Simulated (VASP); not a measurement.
# Mn (P6_3/mmc) in VASP: a series of runs

Runs on Mn. Level: r2SCAN. Tasks: single point.

Program: VASP 6.6.1. These are calculated values, not measurements. Logs are shortened: lines on timing, memory, paths and dates and some standing lists are left out, and cuts for length are marked.

## 1. The cell of the first run

It takes space group P6_3/mmc (No. 194, hexagonal). Conventional cell: a = 2.392 Å, b = 2.392 Å, c = 7.740 Å, α = 90.00°, β = 90.00°, γ = 120.00°. Within 3.1 Å of Mn (site symmetry -3m) lie 12 Mn at 2.38 to 2.39 Å. Within 3.1 Å of Mn (site symmetry -6m2) lie 12 Mn at 2.38 to 2.39 Å.

This isn't the form of Mn at room conditions, which is a 58-atom cubic cell.

## 2. Single point, r2SCAN (9.59 Å³/atom)

Input file POSCAR:

```
Mn
1.0
    2.3922114052      0.0000000000      0.0000000000
   -1.1961057026      2.0717158482      0.0000000000
    0.0000000000      0.0000000000      7.7398498753
Mn
4
Direct
    1.0000000000      1.0000000000      0.0000000000
    1.0000000000      0.0000000000      0.5000000000
    0.3333333333      0.6666666667      0.2500000000
    0.6666666667      0.3333333333      0.7500000000
```

Input file INCAR.step1:

```
PREC = Accurate
ENCUT = 520
ISMEAR = -1
SIGMA = 0.1
LREAL = False
LASPH = True
NELM = 60
NBANDS = 34
GGA = PE
ALGO = Normal
EDIFF = 1E-4
LWAVE = True
LCHARG = False
```

Input file INCAR.step2:

```
PREC = Accurate
ENCUT = 520
EDIFF = 1E-6
ISMEAR = -1
SIGMA = 0.1
LREAL = False
LASPH = True
NELM = 60
ALGO = Normal
ISIF = 2
LWAVE = False
LCHARG = False
METAGGA = R2SCAN
LMIXTAU = True
NBANDS = 34
ISTART = 1
```

Input file KPOINTS:

```
regular mesh
0
Gamma
  16 16 5
```

Potentials or basis: VASP PAW PBE potentials, release 64 (Mn_pv).

Launch:

```bash
cat potpaw_PBE.64/Mn_pv/POTCAR > POTCAR
cp INCAR.step1 INCAR
mpirun -np 1 vasp_std > vasp.out
cp INCAR.step2 INCAR
mpirun -np 1 vasp_std > vasp.out
```

OUTCAR:

```text
PREC = Accurate
   ENCUT = 520
   EDIFF = 1E-6
   ISMEAR = -1
   LREAL = False
   LASPH = True
   NELM = 60
   ISIF = 2
   METAGGA = R2SCAN
   ISTART = 1

 ion  position               nearest neighbor table
   1  0.000  0.000  0.000-   3 2.38   4 2.38   4 2.38   3 2.38   4 2.38   3 2.38
   2  0.000  0.000  0.500-   3 2.38   4 2.38   4 2.38   3 2.38   4 2.38   3 2.38
   3  0.333  0.667  0.250-   1 2.38   2 2.38   1 2.38   2 2.38   1 2.38   2 2.38
   4  0.667  0.333  0.750-   1 2.38   2 2.38   1 2.38   2 2.38   1 2.38   2 2.38

  LATTYP: Found a hexagonal cell.
 ALAT       =     2.3922114052
 C/A-ratio  =     3.2354372437

  Lattice vectors:

 A1 = (   2.3922114052,   0.0000000000,   0.0000000000)
 A2 = (  -1.1961057026,   2.0717158482,   0.0000000000)
 A3 = (   0.0000000000,   0.0000000000,   7.7398498753)

Analysis of symmetry for initial positions (statically):
=====================================================================
 Subroutine PRICEL returns:
 Original cell was already a primitive cell.

 Routine SETGRP: Setting up the symmetry group for a
 hexagonal supercell.

 Subroutine GETGRP returns: Found 24 space group operations
 (whereof 12 operations were pure point group operations)
 out of a pool of 24 trial point group operations.

The static configuration has the point symmetry D_3d.
 The point group associated with its full space group is D_6h.

Analysis of symmetry for dynamics (positions and initial velocities):
=====================================================================
 Subroutine PRICEL returns:
 Original cell was already a primitive cell.

 Routine SETGRP: Setting up the symmetry group for a
 hexagonal supercell.

 Subroutine GETGRP returns: Found 24 space group operations
 (whereof 12 operations were pure point group operations)
 out of a pool of 24 trial point group operations.

The dynamic configuration has the point symmetry D_3d.
 The point group associated with its full space group is D_6h.

 Subroutine INISYM returns: Found 24 space group operations
 (whereof 12 operations are pure point group operations),
 and found     1 'primitive' translations

----------------------------------------------------------------------------------------

                                     Primitive cell

  volume of cell :      38.3586

  direct lattice vectors                    reciprocal lattice vectors
     2.392211405  0.000000000  0.000000000     0.418023256  0.241345839  0.000000000
    -1.196105703  2.071715848  0.000000000     0.000000000  0.482691678  0.000000000
     0.000000000  0.000000000  7.739849875     0.000000000  0.000000000  0.129201472

  length of vectors
     2.392211405  2.392211405  7.739849875     0.482691678  0.482691678  0.129201472

  position of ions in fractional coordinates (direct lattice)
     0.000000000  0.000000000  0.000000000
     0.000000000  0.000000000  0.500000000
     0.333333333  0.666666667  0.250000000
     0.666666667  0.333333333  0.750000000

  ion indices of the primitive-cell ions
   primitive index   ion index
                 1           1
                 2           2
                 3           3
                 4           4

----------------------------------------------------------------------------------------

 KPOINTS: regular mesh

Automatic generation of k-mesh.
 Grid dimensions read from file:
 generate k-points for:   16   16    5

 Generating k-lattice:

  Cartesian coordinates                     Fractional coordinates (reciprocal lattice)
     0.026126453  0.015084115  0.000000000     0.062500000  0.000000000  0.000000000
     0.000000000  0.030168230  0.000000000     0.000000000  0.062500000  0.000000000
     0.000000000  0.000000000  0.025840294     0.000000000  0.000000000  0.200000000

  Length of vectors
     0.030168230  0.030168230  0.025840294

  Shift w.r.t. Gamma in fractional coordinates (k-lattice)
     0.000000000  0.000000000  0.000000000

 Subroutine IBZKPT returns following result:
 ===========================================

 Found     90 irreducible k-points:

 Following reciprocal coordinates:
            Coordinates               Weight
  0.000000  0.000000  0.000000      1.000000
  0.062500 -0.000000  0.000000      6.000000
  0.125000 -0.000000  0.000000      6.000000
  0.187500 -0.000000  0.000000      6.000000
  0.250000 -0.000000  0.000000      6.000000
  0.312500 -0.000000  0.000000      6.000000
[... 16 lines left out ...]
  0.187500  0.187500  0.000000      6.000000
  0.250000  0.187500  0.000000     12.000000
 [... further k-points ...]
   k-points           NKPTS =     90   k-points in BZ     NKDIM =     90   number of bands    NBANDS=     34
   number of dos      NEDOS =    301   number of ions     NIONS =      4
   total plane-waves  NPLWV =  19440
   dimension x,y,z NGX =    18 NGY =   18 NGZ =   60
   dimension x,y,z NGXF=    36 NGYF=   36 NGZF=  120
   ions per type =               4
   NGX,Y,Z   is equivalent  to a cutoff of  12.51, 12.51, 12.89 a.u.
   NGXF,Y,Z  is equivalent  to a cutoff of  25.02, 25.02, 25.78 a.u.
 SYSTEM =  unknown system
   PREC   = accura    normal or accurate (medium, high low for compatibility)
   ISTART =      1    job   : 0-new  1-cont  2-samecut
   ICHARG =      0    charge: 1-file 2-atom 10-const
   ISPIN  =      1    spin polarized calculation?
   LNONCOLLINEAR =      F non collinear calculations
   LSORBIT =      F    spin-orbit coupling
   LASPH  =      T    aspherical Exc in radial PAW
   ENCUT  =  520.0 eV  38.22 Ry    6.18 a.u.   4.45  4.45 14.39*2*pi/ulx,y,z
   NELM   =     60;   NELMIN=  2; NELMDL=  0     # of ELM steps
   EDIFF  = 0.1E-05   stopping-criterion for ELM
   LREAL  =      F    real-space projection
[... 7 lines left out ...]
   TEBEG  =    0.0;   TEEND  =   0.0 temperature during run
   PSTRESS=    0.0 pullay stress
   NELECT =      52.0000    total number of electrons
   NUPDOWN=      -1.0000    fix difference up-down
   EMIN   =  10.00;   EMAX   =-10.00  energy-range for DOS
   EFERMI =   0.00;   METHOD = LEGACY
   ISMEAR =    -1;   SIGMA  =   0.10  broadening in eV -4-tet -1-fermi 0-gaus
   EFERMI_NEDOS =   21; number of points for ismear=-14 and -15
   IALGO  =     38    algorithm
   IMIX   =      4    mixing-type and parameters
     AMIX     =   0.40;   BMIX     =  1.00
     AMIX_MAG =   1.60;   BMIX_MAG =  1.00
  volume/ion in A,a.u.               =       9.59        64.71
  Fermi-wavevector in a.u.,A,eV,Ry     =   1.811848  3.423897 44.665131  3.282795
  Thomas-Fermi vector in A             =   2.870218
   LORBIT       =      0    0 simple, 1 ext, 2 COOP (PROOUT), +10 PAW based schemes
   METAGGA = R2SCAN    functional components
   LHFCALC =     F    Hartree Fock is set to
   AEXX    =    0.0000 exact exchange contribution
   IVDW    =     0    specifies the selected vdW correction
   LEPSILON=     F    determine dielectric tensor
   LRPA    =     F    only Hartree local field effects (RPA)
 non-spin polarized calculation
  energy-cutoff  :      520.00
  volume of cell :       38.36
 maximum number of plane-waves:      1067
 NGX is ok and might be reduce to    18
   NGX =  9   NGY =  9   NGZ = 29

 number of electron      51.9999955 magnetization

 Free energy of the ion-electron system (eV)
  ---------------------------------------------------
  ext. energy  EPLUGINS =         0.00000000
  ---------------------------------------------------
  free energy    TOTEN  =       -56.87044322 eV

  energy without entropy =      -56.73010216  energy(sigma->0) =      -56.80027269

 E-fermi :  12.0480     XC(G=0): -16.2100

 val. band max:       12.0478975254   @ k =   0.2500  -0.0000   0.2000
 cond. band min:      12.0548814375   @ k =   0.3125  -0.0000   0.0000
 fundamental gap:      0.0069839121
 Fermi energy:        12.0480356958

 k-point     1 :       0.0000    0.0000    0.0000
  band No.  band energies     occupation
      1     -38.3753      2.00000
      2     -37.8426      2.00000
      3     -37.7647      2.00000
      4     -37.3647      2.00000
      5     -37.3646      2.00000
      6     -37.2914      2.00000
[... 26 lines left out ...]
     33      13.4588      0.00000
     34      13.4588      0.00000

 k-point     2 :       0.0625   -0.0000    0.0000
  band No.  band energies     occupation
      1     -38.3605      2.00000
      2     -37.8460      2.00000
      3     -37.7696      2.00000
      4     -37.3970      2.00000
      5     -37.3750      2.00000
      6     -37.3158      2.00000
[... 26 lines left out ...]
     33      13.4455      0.00000
     34      13.5133      0.00000

 k-point     3 :       0.1250   -0.0000    0.0000
  band No.  band energies     occupation
      1     -38.3174      2.00000
      2     -37.8607      2.00000
      3     -37.7905      2.00000
      4     -37.4865      2.00000
      5     -37.4040      2.00000
      6     -37.3802      2.00000
[... 26 lines left out ...]
     33      13.4610      0.00000
     34      13.6856      0.00000

 k-point     4 :       0.1875   -0.0000    0.0000
  band No.  band energies     occupation
      1     -38.2505      2.00000
      2     -37.8995      2.00000
      3     -37.8463      2.00000
      4     -37.6147      2.00000
      5     -37.5085      2.00000
      6     -37.4586      2.00000
[... 26 lines left out ...]
     33      13.8744      0.00000
     34      13.9650      0.00000

 k-point     5 :       0.2500   -0.0000    0.0000
  band No.  band energies     occupation
      1     -38.1703      2.00000
      2     -37.9705      2.00000
      3     -37.9512      2.00000
      4     -37.7592      2.00000
      5     -37.6756      2.00000
      6     -37.5205      2.00000
[... 621 lines left out ...]
 k-point    22 :       0.4375    0.1250    0.0000
  band No.  band energies     occupation
      1     -38.2827      2.00000
      2     -38.2727      2.00000
      3     -38.0929      2.00000
      4     -38.0672      2.00000
      5     -37.7584      2.00000
      6     -37.7141      2.00000
[... 26 lines left out ...]
     33      16.1395      0.00000
     34      17.1499      0.00000

 k-point    23 :       0.1875    0.1875    0.0000
  band No.  band energies     occupation
      1     -38.0694      2.00000
      2     -38.0504      2.00000
      3     -38.0500      2.00000
      4     -37.8781      2.00000
      5     -37.8505      2.00000
      6     -37.6291      2.00000
[... 26 lines left out ...]
     33      14.4041      0.00000
     34      15.0447      0.00000

 k-point    24 :       0.2500    0.1875    0.0000
  band No.  band energies     occupation
      1     -38.1364      2.00000
      2     -38.1260      2.00000
      3     -37.9724      2.00000
      4     -37.9647      2.00000
      5     -37.9305      2.00000
      6     -37.6943      2.00000
[... 26 lines left out ...]
     33      15.2249      0.00000
     34      16.0299      0.00000

 [... further k-points ...]

------------------------ aborting loop because EDIFF is reached ----------------------------------------

  FORCE on cell =-STRESS in cart. coord.  units (eV):
  Direction    XX          YY          ZZ          XY          YZ          ZX
  --------------------------------------------------------------------------------------
  -------------------------------------------------------------------------------------
  Total        7.4862112      7.4862112      7.3799638      0.0000000     -0.0000000      0.0000000
  in kB      312.6873953    312.6873953    308.2496072      0.0000000     -0.0000000      0.0000000
  external PRESSURE =     311.2081326 kB  Pullay stress =       0.0000000 kB

 VOLUME and BASIS-vectors are now :
 -----------------------------------------------------------------------------
  energy-cutoff  :      520.00
  volume of cell :       38.36
      direct lattice vectors                 reciprocal lattice vectors
     2.392211405  0.000000000  0.000000000     0.418023256  0.241345839  0.000000000
    -1.196105703  2.071715848  0.000000000     0.000000000  0.482691678  0.000000000
     0.000000000  0.000000000  7.739849875     0.000000000  0.000000000  0.129201472

 POSITION                                       TOTAL-FORCE (eV/Angst)
 -----------------------------------------------------------------------------------
      0.00000      0.00000      0.00000         0.000000     -0.000000      0.000000
      0.00000      0.00000      3.86992         0.000000     -0.000000      0.000000
     -0.00000      1.38114      1.93496        -0.000000      0.000000      0.000000
      1.19611      0.69057      5.80489         0.000000     -0.000000     -0.000000
 -----------------------------------------------------------------------------------
    total drift:                                0.000000     -0.000000      0.000000

  FREE ENERGIE OF THE ION-ELECTRON SYSTEM (eV)
  ---------------------------------------------------
  free  energy   TOTEN  =       -56.8704432205 eV

  energy  without entropy=      -56.7301021552  energy(sigma->0) =      -56.80027269
```

Run time: 3.9 min. Hardware: 1 thread of Intel Xeon 6975P-C (Granite Rapids), shared host; peak memory 0.21 GiB.

What came out:

```
Free energy            : -56.8704 eV
Pressure               : 31.1 GPa
Band gap on the k mesh : zero (bands 26 and 27 overlap by 2.56 eV)
```

Stress tensor (GPa, compression positive):
```
31.27  0.00  0.00
 0.00 31.27  0.00
 0.00  0.00 30.82
```

Caveat: the cell stands under pressure; the PAW data sets were made with another functional, which shifts forces and pressure a little; the run has no spin polarisation, though such a crystal can be magnetic.

## 3. Single point, r2SCAN (10.01 Å³/atom)

This run uses another cell than the first one, of 10.01 Å³/atom.

Input file POSCAR:

```
Mn
1.0
    2.4263904717      0.0000000000      0.0000000000
   -1.2131952358      2.1013157880      0.0000000000
    0.0000000000      0.0000000000      7.8504340997
Mn
4
Direct
    1.0000000000      1.0000000000      0.0000000000
    1.0000000000      0.0000000000      0.5000000000
    0.3333333333      0.6666666667      0.2500000000
    0.6666666667      0.3333333333      0.7500000000
```

Input file INCAR.step1:

```
PREC = Accurate
ENCUT = 520
ISMEAR = -1
SIGMA = 0.1
LREAL = F
LASPH = T
NELM = 100
NBANDS = 34
GGA = PE
ALGO = Normal
EDIFF = 1E-4
LWAVE = T
LCHARG = F
```

Input file INCAR.step2:

```
PREC = Accurate
ENCUT = 520
EDIFF = 1E-6
ISMEAR = -1
SIGMA = 0.1
LREAL = F
LASPH = T
NELM = 100
ALGO = Normal
ISIF = 2
LWAVE = F
LCHARG = F
METAGGA = R2SCAN
LMIXTAU = T
NBANDS = 34
ISTART = 1
```

KPOINTS is that of step 2.

Potentials or basis: VASP PAW PBE potentials, release 64 (Mn_pv).

Launch:

```bash
cat potpaw_PBE.64/Mn_pv/POTCAR > POTCAR
cp INCAR.step1 INCAR
mpirun -np 1 vasp_std > vasp.out
cp INCAR.step2 INCAR
mpirun -np 1 vasp_std > vasp.out
```

OUTCAR:

```text
PREC = Accurate
   ENCUT = 520
   EDIFF = 1E-6
   ISMEAR = -1
   LREAL = F
   LASPH = T
   NELM = 100
   ISIF = 2
   METAGGA = R2SCAN
   ISTART = 1

 ion  position               nearest neighbor table
   1  0.000  0.000  0.000-   3 2.41   4 2.41   3 2.41   4 2.41   4 2.41   3 2.41
   2  0.000  0.000  0.500-   3 2.41   4 2.41   3 2.41   4 2.41   4 2.41   3 2.41
   3  0.333  0.667  0.250-   1 2.41   2 2.41   1 2.41   2 2.41   1 2.41   2 2.41
   4  0.667  0.333  0.750-   1 2.41   2 2.41   1 2.41   2 2.41   1 2.41   2 2.41

  LATTYP: Found a hexagonal cell.
 ALAT       =     2.4263904717
 C/A-ratio  =     3.2354372436

  Lattice vectors:

 A1 = (   2.4263904717,   0.0000000000,   0.0000000000)
 A2 = (  -1.2131952358,   2.1013157880,   0.0000000000)
 A3 = (   0.0000000000,   0.0000000000,   7.8504340997)

Analysis of symmetry for initial positions (statically):
=====================================================================
 Subroutine PRICEL returns:
 Original cell was already a primitive cell.

 Routine SETGRP: Setting up the symmetry group for a
 hexagonal supercell.
[... 169 lines left out ...]

  energy without entropy =      -56.95444604  energy(sigma->0) =      -57.02908639

 E-fermi :  11.3898     XC(G=0): -15.9050

 val. band max:       11.3642114893   @ k =   0.3750   0.0625   0.2000
 cond. band min:      11.3959941103   @ k =   0.1250   0.0625   0.2000
 fundamental gap:      0.0317826210
 Fermi energy:        11.3898066424

 k-point     1 :       0.0000    0.0000    0.0000
  band No.  band energies     occupation
      1     -38.9318      2.00000
      2     -38.4676      2.00000
      3     -38.3948      2.00000
      4     -38.0506      2.00000
      5     -38.0505      2.00000
      6     -37.9865      2.00000
[... 877 lines left out ...]
     33      14.3720      0.00000
     34      15.1393      0.00000

 [... further k-points ...]

------------------------ aborting loop because EDIFF is reached ----------------------------------------

  FORCE on cell =-STRESS in cart. coord.  units (eV):
  Direction    XX          YY          ZZ          XY          YZ          ZX
  --------------------------------------------------------------------------------------
  -------------------------------------------------------------------------------------
  Total        3.5115530      3.5115530      3.4998459      0.0000000     -0.0000000      0.0000000
  in kB      140.5607697    140.5607697    140.0921541      0.0000000     -0.0000000      0.0000000
  external PRESSURE =     140.4045645 kB  Pullay stress =       0.0000000 kB

 VOLUME and BASIS-vectors are now :
 -----------------------------------------------------------------------------
  energy-cutoff  :      520.00
  volume of cell :       40.03
      direct lattice vectors                 reciprocal lattice vectors
     2.426390472  0.000000000  0.000000000     0.412134820  0.237946149  0.000000000
    -1.213195236  2.101315788  0.000000000     0.000000000  0.475892298  0.000000000
     0.000000000  0.000000000  7.850434100     0.000000000  0.000000000  0.127381491

 POSITION                                       TOTAL-FORCE (eV/Angst)
 -----------------------------------------------------------------------------------
      0.00000      0.00000      0.00000        -0.000000      0.000000      0.000000
      0.00000      0.00000      3.92522        -0.000000      0.000000      0.000000
     -0.00000      1.40088      1.96261         0.000000     -0.000000     -0.000000
      1.21320      0.70044      5.88783        -0.000000      0.000000     -0.000000
 -----------------------------------------------------------------------------------
    total drift:                                0.000000     -0.000000      0.000000

  FREE ENERGIE OF THE ION-ELECTRON SYSTEM (eV)
  ---------------------------------------------------
  free  energy   TOTEN  =       -57.1037267428 eV

  energy  without entropy=      -56.9544460439  energy(sigma->0) =      -57.02908639
```

OUTCAR.step1:

```text
PREC = Accurate
   ENCUT = 520
   ISMEAR = -1
   LREAL = F
   LASPH = T
[... 1117 lines left out ...]
      0.00000      0.00000      0.00000         0.000000      0.000000      0.000000
      0.00000      0.00000      3.92522         0.000000      0.000000      0.000000
     -0.00000      1.40088      1.96261         0.000000     -0.000000     -0.000000
      1.21320      0.70044      5.88783        -0.000000      0.000000     -0.000000
 -----------------------------------------------------------------------------------
    total drift:                                0.000000     -0.000000      0.000000

  FREE ENERGIE OF THE ION-ELECTRON SYSTEM (eV)
  ---------------------------------------------------
  free  energy   TOTEN  =       -35.6775967112 eV

  energy  without entropy=      -35.5190733139  energy(sigma->0) =      -35.59833501
```

Run time: 4.4 min. Hardware: 1 thread of Intel Xeon 6975P-C (Granite Rapids), shared host; peak memory 0.21 GiB.

Results:

| Quantity | Value |
| --- | --- |
| Free energy | -57.1037 eV |
| Pressure | 14.0 GPa |
| Band gap on the k mesh | zero (bands 26 and 27 overlap by 2.38 eV) |

Caveat: the cell stands under pressure; the PAW data sets were made with another functional, which shifts forces and pressure a little; the run has no spin polarisation, though such a crystal can be magnetic. Spin polarisation is off, so any magnetic state and its effect on volume and gap are missing.

(Continued in part 2 of 2.)
